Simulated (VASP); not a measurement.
Input of a VASP 6.6.1 run:

Contents of INCAR:

```
SYSTEM = BeS
PREC = Accurate ; ENCUT = 600
EDIFF = 1E-6 ; ISMEAR = -1
SIGMA = 0.02 ; LREAL = .FALSE.
LASPH = .TRUE. ; NELM = 200
ALGO = Normal ; ISIF = 2
LWAVE = .FALSE. ; LCHARG = .FALSE.
ISPIN = 2 ; MAGMOM = 0.05 0
LORBIT = 11 ; GGA = PE
NBANDS = 15 ; GGA_COMPAT = .FALSE.
```

File KPOINTS:

```
Automatic mesh
0
G
  6 6 6
  0 0 0
```

POSCAR

```
BeS
1.0
    2.9413850451      0.0000000000      0.0000000000
    0.0000000000      2.9413850451      0.0000000000
    0.0000000000      0.0000000000      2.9413850451
Be S
1 1
Direct
    0.0000000000      0.0000000000      0.0000000000
    0.5000000000      0.5000000000      0.5000000000
```

Potentials or basis: VASP PAW PBE potentials, release 64 (Be, S).

Run with:

```console
$ cat potpaw_PBE.64/Be/POTCAR potpaw_PBE.64/S/POTCAR > POTCAR
$ mpirun -np 1 vasp_std > vasp.out
```

**Question.** Predict the net moment.

**Answer.** 0.00 μB per cell.

**Question.** What does it give for the pressure?

**Answer.** -2.3 GPa.

**Question.** Predict the band gap on the k mesh.

**Answer.** Zero (filled and empty bands overlap).
